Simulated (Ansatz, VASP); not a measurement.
## Ru in VASP and in Ansatz

POSCAR

```
Ru
1.0
    2.7059477279      0.0000000000      0.0000000000
   -1.3529738639      2.3434194737      0.0000000000
    0.0000000000      0.0000000000      4.2579056513
Ru
2
Direct
    0.3333333333      0.6666666667      0.2500000000
    0.6666666667      0.3333333333      0.7500000000
```

The input INCAR.step1:

```
SYSTEM = Ru
ALGO = Normal
EDIFF = 1E-5
ENCUT = 620
GGA = PE
GGA_COMPAT = .FALSE.
ISMEAR = -1
LASPH = .TRUE.
LCHARG = .FALSE.
LREAL = .FALSE.
LWAVE = .TRUE.
NBANDS = 23
NELM = 120
PREC = Accurate
SIGMA = 0.1
```

The input INCAR.step2:

```
SYSTEM = Ru
ALGO = Normal
EDIFF = 1E-6
ENCUT = 620
GGA_COMPAT = .FALSE.
ISIF = 2
ISMEAR = -1
ISTART = 1
LASPH = .TRUE.
LCHARG = .TRUE.
LELF = .TRUE.
LMIXTAU = .TRUE.
LREAL = .FALSE.
LVHAR = .TRUE.
LWAVE = .FALSE.
METAGGA = R2SCAN
NBANDS = 23
NELM = 120
PREC = Accurate
SIGMA = 0.1
```

KPOINTS

```
k-points
0
G
  5 5 3
  0 0 0
```

Input for Ansatz:

```yaml
crystal:
  lattice:
    - [2.7059477279, 0.0, 0.0]
    - [-1.3529738639, 2.3434194737, 0.0]
    - [0.0, 0.0, 4.2579056513]
  atoms:
    - { symbol: Ru, position: [0.3333333333, 0.6666666667, 0.25] }
    - { symbol: Ru, position: [0.6666666667, 0.3333333333, 0.75] }
hamiltonian:
  xc: r2scan
  pseudopotentials:
    kind: paw
    azcp:
      Ru: "pseudopotentials/Ru.paw.azcp"
basis:
  ecutwfc: 500
  fft_grid_basis: typed
kpoints:
  mp_grid: { grid: [5, 5, 3], shift: [0, 0, 0] }
magnetization:
  spin_polarized: false
scf:
  occupations: { method: fermi_dirac, width: 0.1 }
  lower_state_search: "off"
output:
  stress: true
  write_density: true
  write_potential: true
  elf: true
  volumetric_format: npy
```

Alike in both runs: task single point; functional r2SCAN; k mesh 5 × 5 × 3; occupations fermi-dirac, width 0.1 eV; no spin polarisation.

|  | VASP | Ansatz |
| --- | --- | --- |
| version | VASP 6.6.1 | Ansatz 0.2.0 |
| potentials or method | VASP PAW PBE potentials, release 64 (Ru_sv), cutoff 620 eV | plane waves (500 eV) with PAW, scalar-relativistic |
| valence electrons in the cell | 32 | 32 |

```tsv
	VASP	Ansatz	Ansatz less VASP
pressure (GPa)	-0.8	-0.9	-0.12
traceless stress, the component that is largest in VASP (GPa)	6.02	6.02	-0.004
```

VASP's potentials were made for PBE, not for r2SCAN.

The k mesh is coarse, so the values compare programs but aren't converged.
